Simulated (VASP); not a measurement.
## Mg2CdSe3: single point with PBE

The system is Mg2CdSe3.

```
Mg Cd Se
1.0
     4.29098    0.00000    0.00000
    -2.14549    3.71610    0.00000
     0.00000    0.00000   10.48168
Mg Cd Se
2 1 3
Direct
  0.66667 0.33333 0.33521
  0.33333 0.66667 0.66203
  0.00000 0.00000 0.00226
  0.00000 0.00000 0.25764
  0.66667 0.33333 0.58323
  0.33333 0.66667 0.90963
```

| Item | Value |
| --- | --- |
| Program | VASP 6.6.1 |
| Task | single point |
| Functional | PBE |
| Potentials or basis | VASP PAW PBE potentials, release 64 (Mg, Cd, Se) |
| Cutoff | 520 eV |
| k mesh | 6 × 6 × 4 |
| Occupations | gaussian, width 0.02 eV |
| Spin | no spin polarisation |

* Pressure: 0.1 GPa
* Largest force: 0.034 eV/Å
* Band gap on the k mesh: 1.48 eV, direct

Forces on the atoms (eV/Å):
```
Mg   0.000  0.000  0.003
Mg   0.000  0.000  0.002
Cd   0.000  0.000  0.000
Se   0.000  0.000  0.031
Se   0.000  0.000 -0.001
Se   0.000  0.000 -0.034
```

Levels at points of the mesh, in eV from the valence-band top:
| k point | band 14 | band 15 | band 16 | band 17 | band 18 | band 19 | band 20 | band 21 |
| --- | --- | --- | --- | --- | --- | --- | --- | --- |
| (0.00, 0.00, 0.00) | -0.69 | -0.24 | 0.00 | 0.00 | 1.48 | 3.17 | 3.56 | 6.24 |
| (0.50, 0.00, 0.00) | -1.48 | -1.30 | -1.07 | -0.80 | 3.11 | 3.64 | 4.30 | 4.33 |
| (0.00, 0.00, 0.50) | -0.65 | -0.65 | -0.02 | -0.02 | 2.31 | 2.95 | 3.45 | 5.91 |
| (0.50, 0.00, 0.50) | -1.46 | -1.31 | -0.72 | -0.66 | 3.10 | 3.60 | 3.88 | 4.83 |

It took 87 s on 1 thread of Intel(R) Xeon(R) Platinum 8259CL CPU @ 2.50GHz (Skylake/Cascade Lake) (shared host), peak memory 0.33 GiB.

A k mesh can miss the band edges. PBE gaps usually lie below the measured ones, often by a third to a half.
